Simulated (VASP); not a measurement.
# TiSi16 (a cell with a defect) in VASP: single point with PBE+D3(BJ)

Aim: the single point of TiSi16 (a cell with a defect) with PBE+D3(BJ).

All numbers are computed with VASP 6.6.1; they aren't measurements. Logs are shortened: lines on timing, memory, paths and dates and some standing lists are left out, and cuts for length are marked.

### Step 1. The cell of the first run

The cell holds a defect, 17 atoms: a = 7.679 Å, b = 7.679 Å, c = 7.679 Å, α = 60.00°, β = 60.00°, γ = 60.00°.

### Step 2. Single point, PBE+D3(BJ)

INCAR

```
SYSTEM = TiSi16
ALGO = Normal ; EDIFF = 1E-6
ENCUT = 520 ; GGA = PE
ISIF = 2 ; ISMEAR = -1
IVDW = 12 ; LASPH = .True.
LCHARG = .False. ; LREAL = Auto
LWAVE = .False. ; NBANDS = 52
NELM = 80 ; PREC = Accurate
SIGMA = 0.05
```

KPOINTS

```
k-points
0
Gamma
  2 2 2
  0 0 0
```

POSCAR

```
TiSi16
1.0
    0.0000000000      5.4300000000      5.4300000000
    5.4300000000      0.0000000000      5.4300000000
    5.4300000000      5.4300000000      0.0000000000
Si Ti
16 1
Direct
   -0.0119028362      0.0050656129      0.0036658610
    0.1208020121      0.1298472117      0.1281863173
    0.0020247061     -0.0031194837      0.5011542102
    0.1217082911      0.1299644614      0.6214975735
    0.0027144175      0.5026197173     -0.0048307910
    0.1229716934      0.6228759531      0.1278015180
    0.0028746129      0.5027324489      0.5007892267
    0.1263231664      0.6262075598      0.6245232067
    0.5036433075      0.0036256260      0.0042860392
    0.6249711953      0.1248135411      0.1245213257
    0.5041052184      0.0040128792      0.4875809317
    0.6289997074      0.1288770437      0.6207645710
    0.5051533959      0.4879477634      0.0036572700
    0.6299361863      0.6207307399      0.1281479615
    0.4970017916      0.5019115574      0.5011297470
    0.6301098761      0.6215836145      0.6214637026
    0.3757255582      0.8755861536      0.8746365287
```

Potentials or basis: VASP PAW PBE potentials, release 64 (Si, Ti_sv).

Started as:

```console
$ cat potpaw_PBE.64/Si/POTCAR potpaw_PBE.64/Ti_sv/POTCAR > POTCAR
$ mpirun -np 1 vasp_std > vasp.out
```

OUTCAR:

```text
SYSTEM = TiSi16
   EDIFF = 1E-6
   ENCUT = 520
   GGA = PE
   ISIF = 2
   ISMEAR = -1
   IVDW = 12
   LASPH = .True.
   LREAL = Auto
   NELM = 80
   PREC = Accurate
 IVDW          = 12

 ion  position               nearest neighbor table
   1  0.988  0.005  0.004-  10 2.28   2 2.40   4 2.40   6 2.40  17 2.43
   2  0.121  0.130  0.128-   5 2.34   3 2.34   1 2.40   9 2.40  17 2.76
   3  0.002  0.997  0.501-   8 2.32   2 2.34  12 2.34   4 2.34
   4  0.122  0.130  0.621-   7 2.34   3 2.34   1 2.40  11 2.40  17 2.75
   5  0.003  0.503  0.995-   8 2.32   2 2.34  14 2.34   6 2.34
   6  0.123  0.623  0.128-   7 2.34   5 2.34  13 2.40   1 2.40  17 2.74
   7  0.003  0.503  0.501-   8 2.32  16 2.34   4 2.34   6 2.34
   8  0.126  0.626  0.625-   5 2.32   7 2.32   3 2.32  15 2.32
   9  0.504  0.004  0.004-  10 2.27   2 2.40  14 2.40  12 2.40  17 2.42
  10  0.625  0.125  0.125-   9 2.27  11 2.28   1 2.28  13 2.28
  11  0.504  0.004  0.488-  10 2.28   4 2.40  16 2.40  12 2.40  17 2.43
  12  0.629  0.129  0.621-   3 2.34  15 2.34  11 2.40   9 2.40  17 2.75
  13  0.505  0.488  0.004-  10 2.28  14 2.40  16 2.40   6 2.40  17 2.43
  14  0.630  0.621  0.128-   5 2.34  15 2.34  13 2.40   9 2.40  17 2.76
  15  0.497  0.502  0.501-   8 2.32  14 2.34  12 2.34  16 2.34
  16  0.630  0.622  0.621-   7 2.34  15 2.34  13 2.40  11 2.40  17 2.75
  17  0.376  0.876  0.875-   9 2.42  11 2.43   1 2.43  13 2.43   6 2.74  12 2.75   4 2.75  16 2.75
                            14 2.76   2 2.76

  LATTYP: Found a face centered cubic cell.
 ALAT       =    10.8600000000

  Lattice vectors:

 A1 = (   0.0000000000,   5.4300000000,   5.4300000000)
 A2 = (   5.4300000000,   0.0000000000,   5.4300000000)
 A3 = (   5.4300000000,   5.4300000000,   0.0000000000)

Analysis of symmetry for initial positions (statically):
=====================================================================
 Subroutine PRICEL returns:
 Original cell was already a primitive cell.

 Routine SETGRP: Setting up the symmetry group for a
 face centered cubic supercell.

 Subroutine GETGRP returns: Found  1 space group operations
 (whereof  1 operations were pure point group operations)
 out of a pool of 48 trial point group operations.

The static configuration has the point symmetry C_1 .

Analysis of symmetry for dynamics (positions and initial velocities):
=====================================================================
 Subroutine PRICEL returns:
 Original cell was already a primitive cell.

 Routine SETGRP: Setting up the symmetry group for a
 face centered cubic supercell.

 Subroutine GETGRP returns: Found  1 space group operations
 (whereof  1 operations were pure point group operations)
 out of a pool of 48 trial point group operations.

The dynamic configuration has the point symmetry C_1 .

 Subroutine INISYM returns: Found  1 space group operations
 (whereof  1 operations are pure point group operations),
 and found     1 'primitive' translations

----------------------------------------------------------------------------------------

                                     Primitive cell

  volume of cell :     320.2060

  direct lattice vectors                    reciprocal lattice vectors
     0.000000000  5.430000000  5.430000000    -0.092081031  0.092081031  0.092081031
     5.430000000  0.000000000  5.430000000     0.092081031 -0.092081031  0.092081031
     5.430000000  5.430000000  0.000000000     0.092081031  0.092081031 -0.092081031

  length of vectors
     7.679179644  7.679179644  7.679179644     0.159489025  0.159489025  0.159489025

  position of ions in fractional coordinates (direct lattice)
     0.988097164  0.005065613  0.003665861
     0.120802012  0.129847212  0.128186317
     0.002024706  0.996880516  0.501154210
     0.121708291  0.129964461  0.621497574
     0.002714418  0.502619717  0.995169209
     0.122971693  0.622875953  0.127801518
[... 9 lines left out ...]
     0.630109876  0.621583614  0.621463703
     0.375725558  0.875586154  0.874636529

  ion indices of the primitive-cell ions
   primitive index   ion index
                 1           1
                 2           2
                 3           3
                 4           4
                 5           5
                 6           6
[... 9 lines left out ...]
                16          16
                17          17

----------------------------------------------------------------------------------------

 KPOINTS: k-points

Automatic generation of k-mesh.
 Grid dimensions read from file:
 generate k-points for:    2    2    2

 Generating k-lattice:

  Cartesian coordinates                     Fractional coordinates (reciprocal lattice)
    -0.046040516  0.046040516  0.046040516     0.500000000  0.000000000  0.000000000
     0.046040516 -0.046040516  0.046040516     0.000000000  0.500000000  0.000000000
     0.046040516  0.046040516 -0.046040516     0.000000000  0.000000000  0.500000000

  Length of vectors
     0.079744512  0.079744512  0.079744512

  Shift w.r.t. Gamma in fractional coordinates (k-lattice)
     0.000000000  0.000000000  0.000000000

 Subroutine IBZKPT returns following result:
 ===========================================

 Found      8 irreducible k-points:

 Following reciprocal coordinates:
            Coordinates               Weight
  0.000000  0.000000  0.000000      1.000000
  0.500000  0.000000  0.000000      1.000000
  0.000000  0.500000  0.000000      1.000000
  0.000000  0.000000  0.500000      1.000000
  0.500000  0.500000  0.500000      1.000000
  0.500000  0.500000  0.000000      1.000000
  0.000000  0.500000  0.500000      1.000000
  0.500000  0.000000  0.500000      1.000000
   k-points           NKPTS =      8   k-points in BZ     NKDIM =      8   number of bands    NBANDS=     52
   number of dos      NEDOS =    301   number of ions     NIONS =     17
   total plane-waves  NPLWV = 216000
   dimension x,y,z NGX =    60 NGY =   60 NGZ =   60
   dimension x,y,z NGXF=   120 NGYF=  120 NGZF=  120
   ions per type =              16   1
   NGX,Y,Z   is equivalent  to a cutoff of  12.99, 12.99, 12.99 a.u.
   NGXF,Y,Z  is equivalent  to a cutoff of  25.98, 25.98, 25.98 a.u.
 SYSTEM =  TiSi16
   PREC   = accura    normal or accurate (medium, high low for compatibility)
   ISTART =      0    job   : 0-new  1-cont  2-samecut
   ICHARG =      2    charge: 1-file 2-atom 10-const
   ISPIN  =      1    spin polarized calculation?
   LNONCOLLINEAR =      F non collinear calculations
   LSORBIT =      F    spin-orbit coupling
   LASPH  =      T    aspherical Exc in radial PAW
   ENCUT  =  520.0 eV  38.22 Ry    6.18 a.u.  14.28 14.28 14.28*2*pi/ulx,y,z
   NELM   =     80;   NELMIN=  2; NELMDL= -5     # of ELM steps
   EDIFF  = 0.1E-05   stopping-criterion for ELM
   LREAL  =      T    real-space projection
   EDIFFG = 0.1E-04   stopping-criterion for IOM
   NSW    =      0    number of steps for IOM
   IBRION =     -1    ionic relax: 0-MD 1-quasi-New 2-CG
   NFREE  =      0    steps in history (QN), initial steepest desc. (CG)
   ISIF   =      2    stress and relaxation
   ISYM   =      2    0-nonsym 1-usesym 2-fastsym
   POTIM  = 0.5000    time-step for ionic-motion
   TEBEG  =    0.0;   TEEND  =   0.0 temperature during run
   PSTRESS=    0.0 pullay stress
   NELECT =      76.0000    total number of electrons
   NUPDOWN=      -1.0000    fix difference up-down
   EMIN   =  10.00;   EMAX   =-10.00  energy-range for DOS
   EFERMI =   0.00;   METHOD = LEGACY
   ISMEAR =    -1;   SIGMA  =   0.05  broadening in eV -4-tet -1-fermi 0-gaus
   EFERMI_NEDOS =   21; number of points for ismear=-14 and -15
   IALGO  =     38    algorithm
   IMIX   =      4    mixing-type and parameters
     AMIX     =   0.40;   BMIX     =  1.00
     AMIX_MAG =   1.60;   BMIX_MAG =  1.00
  volume/ion in A,a.u.               =      18.84       127.11
  Fermi-wavevector in a.u.,A,eV,Ry     =   1.013607  1.915439 13.978610  1.027399
  Thomas-Fermi vector in A             =   2.146786
   LORBIT       =      0    0 simple, 1 ext, 2 COOP (PROOUT), +10 PAW based schemes
   GGA     = PE    functional components
   LHFCALC =     F    Hartree Fock is set to
   AEXX    =    0.0000 exact exchange contribution
   IVDW    =    12    specifies the selected vdW correction
   LEPSILON=     F    determine dielectric tensor
   LRPA    =     F    only Hartree local field effects (RPA)
 non-spin polarized calculation
  energy-cutoff  :      520.00
  volume of cell :      320.21
 maximum number of plane-waves:      8646
 NGX is ok and might be reduce to    60
   NGX = 29   NGY = 29   NGZ = 29

 number of electron      75.9999998 magnetization

 Free energy of the ion-electron system (eV)
  ---------------------------------------------------
  ext. energy  EPLUGINS =         0.00000000
  ---------------------------------------------------
  free energy    TOTEN  =       -92.26336212 eV

  energy without entropy =      -92.16595799  energy(sigma->0) =      -92.21466006

 E-fermi :   6.9245     XC(G=0):  -9.7506

 val. band max:        6.8971924880   @ k =   0.5000   0.5000   0.0000
 cond. band min:       6.9544950081   @ k =   0.0000   0.0000   0.5000
 fundamental gap:      0.0573025201
 Fermi energy:         6.9244819834

 k-point     1 :       0.0000    0.0000    0.0000
  band No.  band energies     occupation
      1     -49.8527      2.00000
      2     -26.2282      2.00000
      3     -26.2268      2.00000
      4     -26.2255      2.00000
      5      -5.7207      2.00000
      6      -3.5166      2.00000
[... 42 lines left out ...]
     49       8.1817      0.00000
     50       8.4882      0.00000

 k-point     2 :       0.5000    0.0000    0.0000
  band No.  band energies     occupation
      1     -49.8527      2.00000
      2     -26.2282      2.00000
      3     -26.2268      2.00000
      4     -26.2255      2.00000
      5      -5.0121      2.00000
      6      -4.8028      2.00000
[... 310 lines left out ...]
 k-point     8 :       0.5000    0.0000    0.5000
  band No.  band energies     occupation
      1     -49.8527      2.00000
      2     -26.2282      2.00000
      3     -26.2268      2.00000
      4     -26.2255      2.00000
      5      -4.6958      2.00000
      6      -4.5995      2.00000
[... 42 lines left out ...]
     49       9.8735      0.00000
     50      10.5378      0.00000
 [bands above 50 left out]

------------------------ aborting loop because EDIFF is reached ----------------------------------------

 Edisp (eV)   -5.83777

 E8    (eV) :    -2.4422

  FORCE on cell =-STRESS in cart. coord.  units (eV):
  Direction    XX          YY          ZZ          XY          YZ          ZX
  --------------------------------------------------------------------------------------
  -------------------------------------------------------------------------------------
  Total       1.87706     1.88750     2.00293    -0.03341     0.01760     0.01228
  in kB       9.39204     9.44424    10.02181    -0.16719     0.08806     0.06146
  external pressure =        9.62 kB  Pullay stress =        0.00 kB

 VOLUME and BASIS-vectors are now :
 -----------------------------------------------------------------------------
  energy-cutoff  :      520.00
  volume of cell :      320.21
      direct lattice vectors                 reciprocal lattice vectors
     0.000000000  5.430000000  5.430000000    -0.092081031  0.092081031  0.092081031
     5.430000000  0.000000000  5.430000000     0.092081031 -0.092081031  0.092081031
     5.430000000  5.430000000  0.000000000     0.092081031  0.092081031 -0.092081031

 POSITION                                       TOTAL-FORCE (eV/Angst)
 -----------------------------------------------------------------------------------
      0.04741      5.38527      5.39287         0.003673      0.010635      0.035431
      1.40112      1.35201      1.36103        -0.010530      0.018708      0.006975
      8.13433      2.73226      5.42406         0.006387     -0.009821      0.001206
      4.08044      4.03561      1.36658        -0.017002     -0.008029     -0.003153
      8.13299      5.41851      2.74396         0.000325     -0.000543     -0.005820
      4.07618      1.36170      4.04995        -0.003511     -0.002343     -0.048416
[... 9 lines left out ...]
      6.74975      6.79604      6.79670        -0.006207     -0.016600     -0.003329
      9.50371      6.78947      6.79462        -0.026866     -0.024414     -0.038401
 -----------------------------------------------------------------------------------
    total drift:                               -0.003710      0.000934     -0.002054

  FREE ENERGIE OF THE ION-ELECTRON SYSTEM (eV)
  ---------------------------------------------------
  free  energy   TOTEN  =       -98.1011348477 eV

  energy  without entropy=      -98.0037307260  energy(sigma->0) =      -98.05243279
```

Wall time 2.9 min (1 thread of Intel Xeon Platinum 8488C (Sapphire Rapids), shared host); peak memory 0.49 GiB.

What came out:

- Free energy: -98.1011 eV
- Pressure: 1.0 GPa
- Largest force: 0.053 eV/Å
- Band gap on the k mesh: zero (band 38 reaches 6.97 eV, above the bottom of band 39 at 6.53 eV)
- Dispersion energy per atom: -0.343 eV

Forces in eV/Å, atoms in the order of the input:
```
Si   0.004  0.011  0.035
Si  -0.011  0.019  0.007
Si   0.006 -0.010  0.001
Si  -0.017 -0.008 -0.003
Si   0.000 -0.001 -0.006
Si  -0.004 -0.002 -0.048
Si   0.003  0.002 -0.002
Si  -0.001  0.000  0.001
Si  -0.008 -0.006  0.019
Si   0.006  0.004 -0.002
Si   0.028  0.029  0.014
Si   0.005  0.004 -0.020
Si   0.011  0.004  0.037
Si   0.019 -0.011  0.006
Si  -0.010  0.006  0.002
Si  -0.006 -0.017 -0.003
Ti  -0.027 -0.024 -0.038
```

Caveat: the k points lie up to 0.50 Å⁻¹ apart.
